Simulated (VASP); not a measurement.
Runs of VASP 6.6.1 on PbF2. The structure is that of space group Fm-3m (No. 225), or close to it. The cells are those of the table. 

| level | cell | smearing | gap on the mesh (eV) | pressure (GPa) |
| --- | --- | --- | --- | --- |
| r2SCAN | a = 4.187, b = 4.187, c = 4.166 Å, angles 60.2, 60.2, 60.3°, 3 atoms | gaussian 0.01 eV | 4.93 | -0.1 |
| r2SCAN | a = 4.166 Å, angles 60.0°, 3 atoms | gaussian 0.01 eV | 4.93 | (a) |
| PBE | a = 4.187, b = 4.187, c = 4.166 Å, angles 60.2, 60.2, 60.3°, 3 atoms | fermi-dirac 0.02 eV | 4.41 | (c) |
| r2SCAN | a = 4.229 Å, angles 60.0°, 3 atoms | gaussian 0.01 eV | 4.94 | -2.2 |
| r2SCAN | a = 4.187, b = 4.208, c = 4.208 Å, angles 59.7, 60.2, 60.2°, 3 atoms | gaussian 0.01 eV | 4.91 | (b) |
| PBE | a = 4.187, b = 4.208, c = 4.208 Å, angles 59.7, 60.2, 60.2°, 3 atoms | fermi-dirac 0.02 eV | 4.40 | 2.0 |
| PBE | a = 4.229 Å, angles 60.0°, 3 atoms | fermi-dirac 0.02 eV | 4.42 | 0.5 |
| r2SCAN | a = 4.187 Å, angles 60.0°, 3 atoms | gaussian 0.01 eV | 4.93 | -0.1 |

Alike in all rows: task single point; potentials or basis VASP PAW PBE potentials, release 64 (Pb_d, F); no spin polarisation; k mesh 8 × 8 × 8; cutoff (eV) 520.

**Question.** Fill in the values left out.

**Answer.** (a) 1.1; (b) -0.8; (c) 2.7.

Caveats: spin-orbit coupling is left out, which moves the levels of the heavy elements; the PAW data sets were made with another functional, which shifts forces and pressure a little (some runs).

A k mesh can miss the band edges, and the runs leave out spin-orbit coupling on Pb.
